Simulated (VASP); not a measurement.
# WS2 (P6_3/mmc) in VASP: single point with PBEsol

Aim: the single point of WS2 with PBEsol.

All numbers are computed with VASP 6.6.1; they aren't measurements. Logs are shortened: lines on timing, memory, paths and dates and some standing lists are left out, and cuts for length are marked.

## Step 1: The cell of the first run

The structure is hexagonal, space group P6_3/mmc (No. 194). Conventional cell: a = 3.180 Å, b = 3.180 Å, c = 12.500 Å, α = 90.00°, β = 90.00°, γ = 120.00°. W (site symmetry -6m2) has 6 S at 2.41 Å and 6 W at 3.18 Å within 3.2 Å. Within 3.2 Å of S (site symmetry 3m) lie 3 W at 2.41 Å and 7 S at 3.12 to 3.18 Å.

## Step 2: Single point, PBEsol

Input file INCAR:

```
ALGO = Normal
EDIFF = 1E-7
ENCUT = 520
GGA = PS
ISIF = 2
ISMEAR = 1
LASPH = True
LCHARG = False
LREAL = False
LWAVE = False
NBANDS = 35
NELM = 100
PREC = Accurate
SIGMA = 0.05
```

Input file KPOINTS:

```
k-points
0
Gamma
  9 9 2
```

Input file POSCAR:

```
WS2
1.0
    3.1800000000      0.0000000000      0.0000000000
   -1.5900000000      2.7539607800      0.0000000000
    0.0000000000      0.0000000000     12.5000000000
W S
2 4
Direct
    0.3333333300      0.6666666700      0.2500000000
    0.6666666700      0.3333333300      0.7500000000
    0.3333333300      0.6666666700      0.6250000000
    0.6666666700      0.3333333300      0.1250000000
    0.3333333300      0.6666666700      0.8750000000
    0.6666666700      0.3333333300      0.3750000000
```

Potentials or basis: VASP PAW PBE potentials, release 64 (W_sv, S).

Launch:

```sh
> cat potpaw_PBE.64/W_sv/POTCAR potpaw_PBE.64/S/POTCAR > POTCAR
> mpirun -np 1 vasp_std > vasp.out
```

OUTCAR:

```text
EDIFF = 1E-7
   ENCUT = 520
   GGA = PS
   ISIF = 2
   ISMEAR = 1
   LASPH = True
   LREAL = False
   NELM = 100
   PREC = Accurate

 ion  position               nearest neighbor table
   1  0.333  0.667  0.250-   4 2.41   6 2.41   4 2.41   6 2.41   4 2.41   6 2.41
   2  0.667  0.333  0.750-   3 2.41   5 2.41   3 2.41   5 2.41   3 2.41   5 2.41
   3  0.333  0.667  0.625-   2 2.41   2 2.41   2 2.41
   4  0.667  0.333  0.125-   1 2.41   1 2.41   1 2.41
   5  0.333  0.667  0.875-   2 2.41   2 2.41   2 2.41
   6  0.667  0.333  0.375-   1 2.41   1 2.41   1 2.41

  LATTYP: Found a hexagonal cell.
 ALAT       =     3.1800000000
 C/A-ratio  =     3.9308176101

  Lattice vectors:

 A1 = (   3.1800000000,   0.0000000000,   0.0000000000)
 A2 = (  -1.5900000000,   2.7539607800,   0.0000000000)
 A3 = (   0.0000000000,   0.0000000000,  12.5000000000)

Analysis of symmetry for initial positions (statically):
=====================================================================
 Subroutine PRICEL returns:
 Original cell was already a primitive cell.

 Routine SETGRP: Setting up the symmetry group for a
 hexagonal supercell.

 Subroutine GETGRP returns: Found 24 space group operations
 (whereof 12 operations were pure point group operations)
 out of a pool of 24 trial point group operations.

The static configuration has the point symmetry D_3d.
 The point group associated with its full space group is D_6h.

Analysis of symmetry for dynamics (positions and initial velocities):
=====================================================================
 Subroutine PRICEL returns:
 Original cell was already a primitive cell.

 Routine SETGRP: Setting up the symmetry group for a
 hexagonal supercell.

 Subroutine GETGRP returns: Found 24 space group operations
 (whereof 12 operations were pure point group operations)
 out of a pool of 24 trial point group operations.

The dynamic configuration has the point symmetry D_3d.
 The point group associated with its full space group is D_6h.

 Subroutine INISYM returns: Found 24 space group operations
 (whereof 12 operations are pure point group operations),
 and found     1 'primitive' translations

----------------------------------------------------------------------------------------

                                     Primitive cell

  volume of cell :     109.4699

  direct lattice vectors                    reciprocal lattice vectors
     3.180000000  0.000000000  0.000000000     0.314465409  0.181556689  0.000000000
    -1.590000000  2.753960780  0.000000000     0.000000000  0.363113377  0.000000000
     0.000000000  0.000000000 12.500000000     0.000000000  0.000000000  0.080000000

  length of vectors
     3.180000000  3.179999997 12.500000000     0.363113377  0.363113377  0.080000000

  position of ions in fractional coordinates (direct lattice)
     0.333333330  0.666666670  0.250000000
     0.666666670  0.333333330  0.750000000
     0.333333330  0.666666670  0.625000000
     0.666666670  0.333333330  0.125000000
     0.333333330  0.666666670  0.875000000
     0.666666670  0.333333330  0.375000000

  ion indices of the primitive-cell ions
   primitive index   ion index
                 1           1
                 2           2
                 3           3
                 4           4
                 5           5
                 6           6

----------------------------------------------------------------------------------------

 KPOINTS: k-points

Automatic generation of k-mesh.
 Grid dimensions read from file:
 generate k-points for:    9    9    2

 Generating k-lattice:

  Cartesian coordinates                     Fractional coordinates (reciprocal lattice)
     0.034940601  0.020172965  0.000000000     0.111111111 -0.000000000  0.000000000
     0.000000000  0.040345931  0.000000000     0.000000000  0.111111111  0.000000000
     0.000000000  0.000000000  0.040000000     0.000000000  0.000000000  0.500000000

  Length of vectors
     0.040345931  0.040345931  0.040000000

  Shift w.r.t. Gamma in fractional coordinates (k-lattice)
     0.000000000  0.000000000  0.000000000

 Subroutine IBZKPT returns following result:
 ===========================================

 Found     24 irreducible k-points:

 Following reciprocal coordinates:
            Coordinates               Weight
  0.000000  0.000000  0.000000      1.000000
  0.111111 -0.000000  0.000000      6.000000
  0.222222 -0.000000  0.000000      6.000000
  0.333333 -0.000000  0.000000      6.000000
  0.444444 -0.000000  0.000000      6.000000
  0.111111  0.111111  0.000000      6.000000
[... 16 lines left out ...]
  0.333333  0.222222  0.500000     12.000000
  0.333333  0.333333  0.500000      2.000000
   k-points           NKPTS =     24   k-points in BZ     NKDIM =     24   number of bands    NBANDS=     35
   number of dos      NEDOS =    301   number of ions     NIONS =      6
   total plane-waves  NPLWV =  55296
   dimension x,y,z NGX =    24 NGY =   24 NGZ =   96
   dimension x,y,z NGXF=    48 NGYF=   48 NGZF=  192
   ions per type =               2   4
   NGX,Y,Z   is equivalent  to a cutoff of  12.55, 12.55, 12.77 a.u.
   NGXF,Y,Z  is equivalent  to a cutoff of  25.09, 25.09, 25.54 a.u.
 SYSTEM =  unknown system
   PREC   = accura    normal or accurate (medium, high low for compatibility)
   ISTART =      0    job   : 0-new  1-cont  2-samecut
   ICHARG =      2    charge: 1-file 2-atom 10-const
   ISPIN  =      1    spin polarized calculation?
   LNONCOLLINEAR =      F non collinear calculations
   LSORBIT =      F    spin-orbit coupling
   LASPH  =      T    aspherical Exc in radial PAW
   ENCUT  =  520.0 eV  38.22 Ry    6.18 a.u.   5.91  5.91 23.24*2*pi/ulx,y,z
   NELM   =    100;   NELMIN=  2; NELMDL= -5     # of ELM steps
   EDIFF  = 0.1E-06   stopping-criterion for ELM
   LREAL  =      F    real-space projection
   EDIFFG = 0.1E-05   stopping-criterion for IOM
   NSW    =      0    number of steps for IOM
   IBRION =     -1    ionic relax: 0-MD 1-quasi-New 2-CG
   NFREE  =      0    steps in history (QN), initial steepest desc. (CG)
   ISIF   =      2    stress and relaxation
   ISYM   =      2    0-nonsym 1-usesym 2-fastsym
   POTIM  = 0.5000    time-step for ionic-motion
   TEBEG  =    0.0;   TEEND  =   0.0 temperature during run
   PSTRESS=    0.0 pullay stress
   NELECT =      52.0000    total number of electrons
   NUPDOWN=      -1.0000    fix difference up-down
   EMIN   =  10.00;   EMAX   =-10.00  energy-range for DOS
   EFERMI =   0.00;   METHOD = LEGACY
   ISMEAR =     1;   SIGMA  =   0.05  broadening in eV -4-tet -1-fermi 0-gaus
   EFERMI_NEDOS =   21; number of points for ismear=-14 and -15
   IALGO  =     38    algorithm
   IMIX   =      4    mixing-type and parameters
     AMIX     =   0.40;   BMIX     =  1.00
     AMIX_MAG =   1.60;   BMIX_MAG =  1.00
  volume/ion in A,a.u.               =      18.24       123.12
  Fermi-wavevector in a.u.,A,eV,Ry     =   1.277353  2.413847 22.199689  1.631631
  Thomas-Fermi vector in A             =   2.409958
   LORBIT       =      0    0 simple, 1 ext, 2 COOP (PROOUT), +10 PAW based schemes
   GGA     = PS    functional components
   LHFCALC =     F    Hartree Fock is set to
   AEXX    =    0.0000 exact exchange contribution
   IVDW    =     0    specifies the selected vdW correction
   LEPSILON=     F    determine dielectric tensor
   LRPA    =     F    only Hartree local field effects (RPA)
 non-spin polarized calculation
 Methfessel and Paxton  Order N= 1 SIGMA  =   0.05
  energy-cutoff  :      520.00
  volume of cell :      109.47
 maximum number of plane-waves:      2980
 NGX is ok and might be reduce to    24
   NGX = 11   NGY = 11   NGZ = 47

 number of electron      52.0000006 magnetization

 Free energy of the ion-electron system (eV)
  ---------------------------------------------------
  ext. energy  EPLUGINS =         0.00000000
  ---------------------------------------------------
  free energy    TOTEN  =       -50.52981695 eV

  energy without entropy =      -50.52981695  energy(sigma->0) =      -50.52981695

 E-fermi :   7.2530     XC(G=0): -10.9463

 val. band max:        7.0231883345   @ k =   0.0000   0.0000   0.0000
 cond. band min:       8.1404003300   @ k =   0.2222   0.1111   0.0000
 fundamental gap:      1.1172119955
 Fermi energy:         7.2529728101

 k-point     1 :       0.0000    0.0000    0.0000
  band No.  band energies     occupation
      1     -67.5652      2.00000
      2     -67.5651      2.00000
      3     -31.8132      2.00000
      4     -31.8132      2.00000
      5     -31.6565      2.00000
      6     -31.6565      2.00000
[... 27 lines left out ...]
     34       9.5471      0.00000
     35      11.5729      0.00000

 k-point     2 :       0.1111   -0.0000    0.0000
  band No.  band energies     occupation
      1     -67.5631      2.00000
      2     -67.5631      2.00000
      3     -31.8059      2.00000
      4     -31.8059      2.00000
      5     -31.6971      2.00000
      6     -31.6971      2.00000
[... 27 lines left out ...]
     34       9.6779      0.00000
     35      12.4643      0.00000

 k-point     3 :       0.2222   -0.0000    0.0000
  band No.  band energies     occupation
      1     -67.5581      2.00000
      2     -67.5581      2.00000
      3     -31.7985      2.00000
      4     -31.7985      2.00000
      5     -31.7874      2.00000
      6     -31.7874      2.00000
[... 27 lines left out ...]
     34      10.4388      0.00000
     35      13.6217      0.00000
[... 723 lines left out ...]
 k-point    23 :       0.3333    0.2222    0.5000
  band No.  band energies     occupation
      1     -67.5470      2.00000
      2     -67.5470      2.00000
      3     -31.9442      2.00000
      4     -31.9442      2.00000
      5     -31.8161      2.00000
      6     -31.8161      2.00000
[... 27 lines left out ...]
     34      11.5086      0.00000
     35      12.8891      0.00000

 k-point    24 :       0.3333    0.3333    0.5000
  band No.  band energies     occupation
      1     -67.5459      2.00000
      2     -67.5459      2.00000
      3     -31.9096      2.00000
      4     -31.9096      2.00000
      5     -31.8754      2.00000
      6     -31.8754      2.00000
[... 27 lines left out ...]
     34      11.7781      0.00000
     35      13.3939      0.00000

------------------------ aborting loop because EDIFF is reached ----------------------------------------

  FORCE on cell =-STRESS in cart. coord.  units (eV):
  Direction    XX          YY          ZZ          XY          YZ          ZX
  --------------------------------------------------------------------------------------
  -------------------------------------------------------------------------------------
  Total       -2.3349388     -2.3349388     -0.6571889     -0.0000000      0.0000000      0.0000000
  in kB      -34.1736370    -34.1736369     -9.6184684     -0.0000000      0.0000000      0.0000000
  external PRESSURE =     -25.9885808 kB  Pullay stress =       0.0000000 kB

 VOLUME and BASIS-vectors are now :
 -----------------------------------------------------------------------------
  energy-cutoff  :      520.00
  volume of cell :      109.47
      direct lattice vectors                 reciprocal lattice vectors
     3.180000000  0.000000000  0.000000000     0.314465409  0.181556689  0.000000000
    -1.590000000  2.753960780  0.000000000     0.000000000  0.363113377  0.000000000
     0.000000000  0.000000000 12.500000000     0.000000000  0.000000000  0.080000000

 POSITION                                       TOTAL-FORCE (eV/Angst)
 -----------------------------------------------------------------------------------
     -0.00000      1.83597      3.12500         0.000000      0.000000      0.000000
      1.59000      0.91799      9.37500        -0.000000      0.000000      0.000000
     -0.00000      1.83597      7.81250         0.000000     -0.000000      0.132218
      1.59000      0.91799      1.56250        -0.000000      0.000000      0.132218
     -0.00000      1.83597     10.93750         0.000000     -0.000000     -0.132218
      1.59000      0.91799      4.68750         0.000000      0.000000     -0.132218
 -----------------------------------------------------------------------------------
    total drift:                               -0.000010      0.000006     -0.000000

  FREE ENERGIE OF THE ION-ELECTRON SYSTEM (eV)
  ---------------------------------------------------
  free  energy   TOTEN  =       -50.5298169536 eV

  energy  without entropy=      -50.5298169536  energy(sigma->0) =      -50.52981695
```

Run time: 2.4 min. Hardware: 1 thread of Intel Xeon 8259CL, shared host; peak memory 0.26 GiB.

Results:

```
Free energy            : -50.5298 eV
Pressure               : -2.6 GPa
Largest force          : 0.132 eV/Å
Band gap on the k mesh : 1.12 eV (least direct gap 1.73 eV)
```

Forces on the atoms (eV/Å):
```
W    0.000  0.000  0.000
W    0.000  0.000  0.000
S    0.000  0.000  0.132
S    0.000  0.000  0.132
S    0.000  0.000 -0.132
S    0.000  0.000 -0.132
```

Caveat: the PAW data sets were made with another functional, which shifts forces and pressure a little; spin-orbit coupling is left out, which moves the levels of the heavy elements; an odd mesh through Γ misses points on the zone boundary, where band edges can lie; this functional lacks dispersion, which binds the layers, so the pressure and a relaxed spacing across them are unreliable.
